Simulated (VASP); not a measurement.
# Cu3O (Pm-3m) in VASP: notebook

Runs on Cu3O. Level: PBE. Tasks: single point, relaxation of cell and atoms.

Everything below comes from runs of VASP 6.6.1. Logs are shortened: lines on timing, memory, paths and dates and some standing lists are left out, and cuts for length are marked.

### Step 1. The cell of the first run

Symmetry: Pm-3m, No. 221, cubic system. The conventional cell has a = 3.981 Å, b = 3.981 Å, c = 3.981 Å, α = 90.00°, β = 90.00°, γ = 90.00°. Within 2.6 Å of Cu (site symmetry 4/mmm) lie 2 O at 1.99 Å. Within 2.6 Å of O (site symmetry m-3m) lie 6 Cu at 1.99 Å.

### Step 2. Single point, PBE

INCAR reads:

```
SYSTEM = Cu3O
PREC = Accurate ; ENCUT = 520
EDIFF = 1E-6 ; ISMEAR = 0
SIGMA = 0.1 ; LREAL = .False.
LASPH = .True. ; NELM = 100
ALGO = Normal ; ISIF = 2
LWAVE = .False. ; LCHARG = .False.
GGA = PE ; NBANDS = 28
```

KPOINTS reads:

```
regular mesh
0
Gamma
  12 12 12
  0 0 0
```

POSCAR reads:

```
Cu3O
1.0
    3.9814174270      0.0000000000      0.0000000000
    0.0000000000      3.9814174270      0.0000000000
    0.0000000000      0.0000000000      3.9814174270
Cu O
3 1
Direct
    0.5000000000      0.0000000000      0.0000000000
    0.0000000000      0.5000000000      0.0000000000
    0.0000000000      0.0000000000      0.5000000000
    0.0000000000      0.0000000000      0.0000000000
```

Potentials or basis: VASP PAW PBE potentials, release 64 (Cu, O).

Run with:

```
cat potpaw_PBE.64/Cu/POTCAR potpaw_PBE.64/O/POTCAR > POTCAR
mpirun -np 1 vasp_std > vasp.out
```

OUTCAR:

```text
SYSTEM = Cu3O
   PREC = Accurate
   ENCUT = 520
   EDIFF = 1E-6
   ISMEAR = 0
   LREAL = .False.
   LASPH = .True.
   NELM = 100
   ISIF = 2
   GGA = PE

 ion  position               nearest neighbor table
   1  0.500  0.000  0.000-   4 1.99   4 1.99
   2  0.000  0.500  0.000-   4 1.99   4 1.99
   3  0.000  0.000  0.500-   4 1.99   4 1.99
   4  0.000  0.000  0.000-   1 1.99   2 1.99   3 1.99   3 1.99   2 1.99   1 1.99

  LATTYP: Found a simple cubic cell.
 ALAT       =     3.9814174270

  Lattice vectors:

 A1 = (   3.9814174270,   0.0000000000,   0.0000000000)
 A2 = (   0.0000000000,   3.9814174270,   0.0000000000)
 A3 = (   0.0000000000,   0.0000000000,   3.9814174270)

Analysis of symmetry for initial positions (statically):
=====================================================================
 Subroutine PRICEL returns:
 Original cell was already a primitive cell.

 Routine SETGRP: Setting up the symmetry group for a
 simple cubic supercell.

 Subroutine GETGRP returns: Found 48 space group operations
 (whereof 48 operations were pure point group operations)
 out of a pool of 48 trial point group operations.

The static configuration has the point symmetry O_h .

Analysis of symmetry for dynamics (positions and initial velocities):
=====================================================================
 Subroutine PRICEL returns:
 Original cell was already a primitive cell.

 Routine SETGRP: Setting up the symmetry group for a
 simple cubic supercell.

 Subroutine GETGRP returns: Found 48 space group operations
 (whereof 48 operations were pure point group operations)
 out of a pool of 48 trial point group operations.

The dynamic configuration has the point symmetry O_h .

 Subroutine INISYM returns: Found 48 space group operations
 (whereof 48 operations are pure point group operations),
 and found     1 'primitive' translations

----------------------------------------------------------------------------------------

                                     Primitive cell

  volume of cell :      63.1122

  direct lattice vectors                    reciprocal lattice vectors
     3.981417427  0.000000000  0.000000000     0.251166831  0.000000000  0.000000000
     0.000000000  3.981417427  0.000000000     0.000000000  0.251166831  0.000000000
     0.000000000  0.000000000  3.981417427     0.000000000  0.000000000  0.251166831

  length of vectors
     3.981417427  3.981417427  3.981417427     0.251166831  0.251166831  0.251166831

  position of ions in fractional coordinates (direct lattice)
     0.500000000  0.000000000  0.000000000
     0.000000000  0.500000000  0.000000000
     0.000000000  0.000000000  0.500000000
     0.000000000  0.000000000  0.000000000

  ion indices of the primitive-cell ions
   primitive index   ion index
                 1           1
                 2           2
                 3           3
                 4           4

----------------------------------------------------------------------------------------

 KPOINTS: regular mesh

Automatic generation of k-mesh.
 Grid dimensions read from file:
 generate k-points for:   12   12   12

 Generating k-lattice:

  Cartesian coordinates                     Fractional coordinates (reciprocal lattice)
     0.020930569  0.000000000  0.000000000     0.083333333  0.000000000  0.000000000
     0.000000000  0.020930569  0.000000000     0.000000000  0.083333333  0.000000000
     0.000000000  0.000000000  0.020930569     0.000000000  0.000000000  0.083333333

  Length of vectors
     0.020930569  0.020930569  0.020930569

  Shift w.r.t. Gamma in fractional coordinates (k-lattice)
     0.000000000  0.000000000  0.000000000

 Subroutine IBZKPT returns following result:
 ===========================================

 Found     84 irreducible k-points:

 Following reciprocal coordinates:
            Coordinates               Weight
  0.000000  0.000000  0.000000      1.000000
  0.083333  0.000000  0.000000      6.000000
  0.166667  0.000000  0.000000      6.000000
  0.250000  0.000000  0.000000      6.000000
  0.333333  0.000000  0.000000      6.000000
  0.416667  0.000000  0.000000      6.000000
[... 16 lines left out ...]
  0.333333  0.333333  0.000000     12.000000
  0.416667  0.333333  0.000000     24.000000
 [... further k-points ...]
   k-points           NKPTS =     84   k-points in BZ     NKDIM =     84   number of bands    NBANDS=     28
   number of dos      NEDOS =    301   number of ions     NIONS =      4
   total plane-waves  NPLWV =  27000
   dimension x,y,z NGX =    30 NGY =   30 NGZ =   30
   dimension x,y,z NGXF=    60 NGYF=   60 NGZF=   60
   ions per type =               3   1
   NGX,Y,Z   is equivalent  to a cutoff of  12.53, 12.53, 12.53 a.u.
   NGXF,Y,Z  is equivalent  to a cutoff of  25.05, 25.05, 25.05 a.u.
 SYSTEM =  Cu3O
   PREC   = accura    normal or accurate (medium, high low for compatibility)
   ISTART =      0    job   : 0-new  1-cont  2-samecut
   ICHARG =      2    charge: 1-file 2-atom 10-const
   ISPIN  =      1    spin polarized calculation?
   LNONCOLLINEAR =      F non collinear calculations
   LSORBIT =      F    spin-orbit coupling
   LASPH  =      T    aspherical Exc in radial PAW
   ENCUT  =  520.0 eV  38.22 Ry    6.18 a.u.   7.40  7.40  7.40*2*pi/ulx,y,z
   NELM   =    100;   NELMIN=  2; NELMDL= -5     # of ELM steps
   EDIFF  = 0.1E-05   stopping-criterion for ELM
   LREAL  =      F    real-space projection
   EDIFFG = 0.1E-04   stopping-criterion for IOM
   NSW    =      0    number of steps for IOM
   IBRION =     -1    ionic relax: 0-MD 1-quasi-New 2-CG
   NFREE  =      0    steps in history (QN), initial steepest desc. (CG)
   ISIF   =      2    stress and relaxation
   ISYM   =      2    0-nonsym 1-usesym 2-fastsym
   POTIM  = 0.5000    time-step for ionic-motion
   TEBEG  =    0.0;   TEEND  =   0.0 temperature during run
   PSTRESS=    0.0 pullay stress
   NELECT =      39.0000    total number of electrons
   NUPDOWN=      -1.0000    fix difference up-down
   EMIN   =  10.00;   EMAX   =-10.00  energy-range for DOS
[... 5 lines left out ...]
     AMIX     =   0.40;   BMIX     =  1.00
     AMIX_MAG =   1.60;   BMIX_MAG =  1.00
  volume/ion in A,a.u.               =      15.78       106.48
  Fermi-wavevector in a.u.,A,eV,Ry     =   1.394415  2.635062 26.455068  1.944393
  Thomas-Fermi vector in A             =   2.517966
   LORBIT       =      0    0 simple, 1 ext, 2 COOP (PROOUT), +10 PAW based schemes
   GGA     = PE    functional components
   LHFCALC =     F    Hartree Fock is set to
[... 5 lines left out ...]
 Gauss-broadening in eV      SIGMA  =   0.10
  energy-cutoff  :      520.00
  volume of cell :       63.11
 maximum number of plane-waves:      1743
 NGX is ok and might be reduce to    30
   NGX = 15   NGY = 15   NGZ = 15

 number of electron      39.0000082 magnetization

 Free energy of the ion-electron system (eV)
  ---------------------------------------------------
  ext. energy  EPLUGINS =         0.00000000
  ---------------------------------------------------
  free energy    TOTEN  =       -15.46746315 eV

  energy without entropy =      -15.46083090  energy(sigma->0) =      -15.46414703

 E-fermi :   4.4014     XC(G=0): -10.1488

 val. band max:        4.3932875446   @ k =   0.5000   0.2500   0.0000
 cond. band min:       4.4245840693   @ k =   0.2500   0.2500   0.2500
 fundamental gap:      0.0312965248
 Fermi energy:         4.4014001265

 k-point     1 :       0.0000    0.0000    0.0000
  band No.  band energies     occupation
      1     -16.9137      2.00000
      2      -2.3019      2.00000
      3      -2.3019      2.00000
      4      -2.3019      2.00000
      5      -1.0599      2.00000
      6       0.5833      2.00000
[... 20 lines left out ...]
     27      15.0222      0.00000
     28      15.0222      0.00000

 k-point     2 :       0.0833    0.0000    0.0000
  band No.  band energies     occupation
      1     -16.9037      2.00000
      2      -2.4693      2.00000
      3      -2.3201      2.00000
      4      -2.3201      2.00000
      5      -0.9655      2.00000
      6       0.5896      2.00000
[... 20 lines left out ...]
     27      14.7307      0.00000
     28      14.7314      0.00000

 k-point     3 :       0.1667    0.0000    0.0000
  band No.  band energies     occupation
      1     -16.8764      2.00000
      2      -2.8499      2.00000
      3      -2.3679      2.00000
      4      -2.3679      2.00000
      5      -0.7453      2.00000
      6       0.6072      2.00000
[... 20 lines left out ...]
     27      14.0645      0.00000
     28      14.0645      0.00000

 k-point     4 :       0.2500    0.0000    0.0000
  band No.  band energies     occupation
      1     -16.8386      2.00000
      2      -3.2750      2.00000
      3      -2.4297      2.00000
      4      -2.4297      2.00000
      5      -0.4556      2.00000
      6       0.6322      2.00000
[... 20 lines left out ...]
     27      13.2876      0.00000
     28      13.2876      0.00000

 k-point     5 :       0.3333    0.0000    0.0000
  band No.  band energies     occupation
      1     -16.8005      2.00000
      2      -3.6393      2.00000
      3      -2.4880      2.00000
      4      -2.4880      2.00000
      5      -0.1193      2.00000
      6       0.6585      2.00000
[... 20 lines left out ...]
     27      12.5339      0.00000
     28      12.5339      0.00000

 k-point     6 :       0.4167    0.0000    0.0000
  band No.  band energies     occupation
      1     -16.7719      2.00000
      2      -3.8805      2.00000
      3      -2.5287      2.00000
      4      -2.5287      2.00000
      5       0.2189      2.00000
      6       0.6786      2.00000
[... 463 lines left out ...]
      5       0.5932      2.00000
      6       0.9433      2.00000
[... 20 lines left out ...]
     27      13.4492      0.00000
     28      15.7759      0.00000

 k-point    22 :       0.5000    0.2500    0.0000
  band No.  band energies     occupation
      1     -16.6868      2.00000
      2      -3.9856      2.00000
      3      -3.3638      2.00000
      4      -2.6571      2.00000
      5       0.7578      2.00000
      6       0.9231      2.00000
[... 20 lines left out ...]
     27      12.9621      0.00000
     28      15.8556      0.00000

 k-point    23 :       0.3333    0.3333    0.0000
  band No.  band energies     occupation
      1     -16.6873      2.00000
      2      -3.7047      2.00000
      3      -3.6649      2.00000
      4      -2.6585      2.00000
      5       0.5620      2.00000
      6       1.0355      2.00000
[... 20 lines left out ...]
     27      14.3022      0.00000
     28      15.2950      0.00000

 k-point    24 :       0.4167    0.3333    0.0000
  band No.  band energies     occupation
      1     -16.6590      2.00000
      2      -3.9162      2.00000
      3      -3.6960      2.00000
      4      -2.6963      2.00000
      5       0.7997      2.00000
      6       1.0759      2.00000
[... 20 lines left out ...]
     27      13.9789      0.00000
     28      15.4226      0.00000

 [... further k-points ...]
[... 5 lines left out ...]
  --------------------------------------------------------------------------------------
  -------------------------------------------------------------------------------------
  Total        0.1856429      0.1856429      0.1856429     -0.0000000     -0.0000000     -0.0000000
  in kB        4.7127640      4.7127640      4.7127640     -0.0000000     -0.0000000     -0.0000000
  external PRESSURE =       4.7127640 kB  Pullay stress =       0.0000000 kB

 VOLUME and BASIS-vectors are now :
 -----------------------------------------------------------------------------
  energy-cutoff  :      520.00
  volume of cell :       63.11
      direct lattice vectors                 reciprocal lattice vectors
     3.981417427  0.000000000  0.000000000     0.251166831  0.000000000  0.000000000
     0.000000000  3.981417427  0.000000000     0.000000000  0.251166831  0.000000000
     0.000000000  0.000000000  3.981417427     0.000000000  0.000000000  0.251166831

 POSITION                                       TOTAL-FORCE (eV/Angst)
 -----------------------------------------------------------------------------------
      1.99071      0.00000      0.00000         0.000000      0.000000      0.000000
      0.00000      1.99071      0.00000         0.000000      0.000000      0.000000
      0.00000      0.00000      1.99071         0.000000      0.000000      0.000000
      0.00000      0.00000      0.00000         0.000000      0.000000      0.000000
 -----------------------------------------------------------------------------------
    total drift:                                0.000000      0.000000      0.000000

  FREE ENERGIE OF THE ION-ELECTRON SYSTEM (eV)
  ---------------------------------------------------
  free  energy   TOTEN  =       -15.4674631521 eV

  energy  without entropy=      -15.4608309004  energy(sigma->0) =      -15.46414703
```

Run time: 2 min. Hardware: 1 thread of Intel Xeon Platinum 8488C (Sapphire Rapids), shared host; peak memory 0.25 GiB.

What came out:

* Free energy: -15.4675 eV
* Pressure: 0.5 GPa

Caveat: an odd number of electrons without spin polarisation forces a metal; a magnetic or distorted state may lie lower.

### Step 3. Single point, PBE, collinear spin, ferrimagnetic start

This run uses another cell than the first one, of 13.52 Å³/atom, 0.857 times its volume.

INCAR reads:

```
SYSTEM = Cu3O
  PREC = Accurate
  ENCUT = 520
  EDIFF = 1E-6
  ISMEAR = 0
  SIGMA = 0.1
  LREAL = .FALSE.
  LASPH = .TRUE.
  NELM = 150
  ALGO = Normal
  ISIF = 2
  LWAVE = .FALSE.
  LCHARG = .FALSE.
  ISPIN = 2
  MAGMOM = -1 -1 1 0
  LORBIT = 11
  LMAXMIX = 4
  GGA = PE
  NBANDS = 32
```

KPOINTS reads:

```
Automatic mesh
0
G
  4 4 4
  0 0 0
```

POSCAR reads:

```
Cu3O
1.0
    3.7817896900      0.0000000000      0.0000000000
    0.0000000000      3.7817896900      0.0000000000
    0.0000000000      0.0000000000      3.7817896900
Cu O
3 1
Direct
    0.5000000000      0.0000000000      0.0000000000
    0.0000000000      0.5000000000      0.0000000000
    0.0000000000      0.0000000000      0.5000000000
    0.0000000000      0.0000000000      0.0000000000
```

Potentials or basis: VASP PAW PBE potentials, release 64 (Cu, O).

Run with:

```
cat potpaw_PBE.64/Cu/POTCAR potpaw_PBE.64/O/POTCAR > POTCAR
mpirun -np 1 vasp_std > vasp.out
```

It took 44 s on 1 thread of Intel Xeon Platinum 8488C (Sapphire Rapids), shared host; peak memory 0.19 GiB.

The run converged. Its results:

| Item | Value |
| --- | --- |
| Free energy | -15.0894 eV |
| Pressure | 14.8 GPa |
| Net moment | 0.00 μB per cell |
| Valence electrons inside the program's atomic spheres | Cu 10.00; O 5.06 |

Levels at points of the mesh, in eV from the Fermi level:
Spin up:
| k point | band 18 | band 19 | band 20 | band 21 | band 22 | band 23 |
| --- | --- | --- | --- | --- | --- | --- |
| (0.00, 0.00, 0.00) | -2.49 | -2.44 | -1.25 | 4.71 | 4.71 | 4.99 |
| (0.50, 0.00, 0.00) | -2.72 | -2.49 | -0.68 | 1.16 | 6.24 | 6.58 |
| (0.00, 0.00, 0.50) | -2.72 | -2.49 | -0.67 | 1.16 | 6.24 | 6.58 |
| (0.50, 0.50, 0.00) | -1.89 | -1.89 | -0.55 | 1.52 | 2.57 | 2.57 |
| (0.00, 0.50, 0.50) | -1.89 | -1.89 | -0.55 | 1.52 | 2.57 | 2.57 |
| (0.50, 0.50, 0.50) | -1.20 | -1.20 | 0.03 | 0.03 | 0.03 | 5.47 |
Spin down:
```csv
k point,band 17,band 18,band 19,band 20,band 21,band 22,band 23,band 24
"(0.00, 0.00, 0.00)",-2.49,-2.49,-2.44,-1.25,4.71,4.71,4.99,4.99
"(0.50, 0.00, 0.00)",-2.72,-2.72,-2.49,-0.68,1.16,6.24,6.58,6.58
"(0.00, 0.00, 0.50)",-2.72,-2.72,-2.48,-0.68,1.16,6.24,6.58,6.58
"(0.50, 0.50, 0.00)",-2.40,-1.89,-1.89,-0.55,1.52,2.57,2.57,7.58
"(0.00, 0.50, 0.50)",-2.40,-1.89,-1.89,-0.55,1.52,2.57,2.57,7.58
"(0.50, 0.50, 0.50)",-1.20,-1.20,-1.20,0.03,0.03,0.03,5.47,5.56
```

Caveat: the k points lie up to 0.42 Å⁻¹ apart.

### Step 4. Single point, PBE, collinear spin, ferrimagnetic start

This run uses another cell than the first one, of 15.64 Å³/atom, 0.991 times its volume.

INCAR reads:

```
PREC = Accurate
ENCUT = 520
EDIFF = 1E-6
ISMEAR = 0
SIGMA = 0.1
LREAL = F
LASPH = T
NELM = 150
ALGO = Normal
ISIF = 2
LWAVE = F
LCHARG = T
ISPIN = 2
MAGMOM = -1 -1 1 0
LORBIT = 11
LMAXMIX = 4
GGA = PE
LELF = T
LVHAR = T
NBANDS = 32
```

KPOINTS reads:

```
Automatic mesh
0
Gamma
  4 4 4
```

POSCAR reads:

```
Cu3O
1.0
    3.9698561423      0.0000000000      0.0000000000
    0.0000000000      3.9698561423      0.0000000000
    0.0000000000      0.0000000000      3.9698549705
Cu O
3 1
Direct
    0.5000000000      0.0000000000      0.0000000000
    0.0000000000      0.5000000000      0.0000000000
    0.0000000000      0.0000000000      0.5000000000
    0.0000000000      0.0000000000      0.0000000000
```

Run with:

```
cat potpaw_PBE.64/Cu/POTCAR potpaw_PBE.64/O/POTCAR > POTCAR
mpirun -np 1 vasp_std > vasp.out
```

Run time: 72 s. Hardware: 1 thread of Intel Xeon Platinum 8488C (Sapphire Rapids), shared host; peak memory 0.21 GiB.

The run converged. Its results:

| Quantity | Value |
| --- | --- |
| Free energy | -15.4291 eV |
| Pressure | 0.4 GPa |
| Net moment | 0.00 μB per cell |
| Valence electrons inside the program's atomic spheres | Cu 9.87; O 4.97 |

Levels at points of the mesh, in eV from the Fermi level:
Spin up:
| k point | band 16 | band 17 | band 18 | band 19 | band 20 | band 21 | band 22 | band 23 |
| --- | --- | --- | --- | --- | --- | --- | --- | --- |
| (0.00, 0.00, 0.00) | -2.14 | -2.13 | -2.13 | -2.13 | -1.36 | 4.09 | 4.09 | 4.80 |
| (0.50, 0.00, 0.00) | -2.46 | -2.32 | -2.32 | -2.13 | -0.85 | 1.10 | 5.31 | 6.22 |
| (0.00, 0.00, 0.50) | -2.46 | -2.32 | -2.32 | -2.13 | -0.85 | 1.10 | 5.31 | 6.22 |
| (0.50, 0.50, 0.00) | -2.43 | -2.06 | -1.67 | -1.67 | -0.18 | 1.11 | 2.34 | 2.34 |
| (0.00, 0.50, 0.50) | -2.43 | -2.06 | -1.67 | -1.67 | -0.18 | 1.11 | 2.34 | 2.34 |
| (0.50, 0.50, 0.50) | -2.19 | -1.11 | -1.11 | -1.11 | 0.43 | 0.43 | 0.43 | 4.80 |
Spin down:
```
           k point  band 17  band 18  band 19  band 20  band 21  band 22
(0.00, 0.00, 0.00)    -2.13    -2.13    -2.13    -1.36     4.09     4.09
(0.50, 0.00, 0.00)    -2.32    -2.32    -2.13    -0.85     1.10     5.31
(0.00, 0.00, 0.50)    -2.32    -2.32    -2.13    -0.85     1.10     5.31
(0.50, 0.50, 0.00)    -2.06    -1.67    -1.67    -0.18     1.11     2.34
(0.00, 0.50, 0.50)    -2.06    -1.67    -1.67    -0.18     1.11     2.34
(0.50, 0.50, 0.50)    -1.11    -1.11    -1.11     0.43     0.43     0.43
```

Caveat: the k points lie up to 0.40 Å⁻¹ apart. With open d or f shells a metallic result of PBE can be an artefact of self-interaction; +U or a hybrid may open a gap.

(Continued in part 2 of 2.)
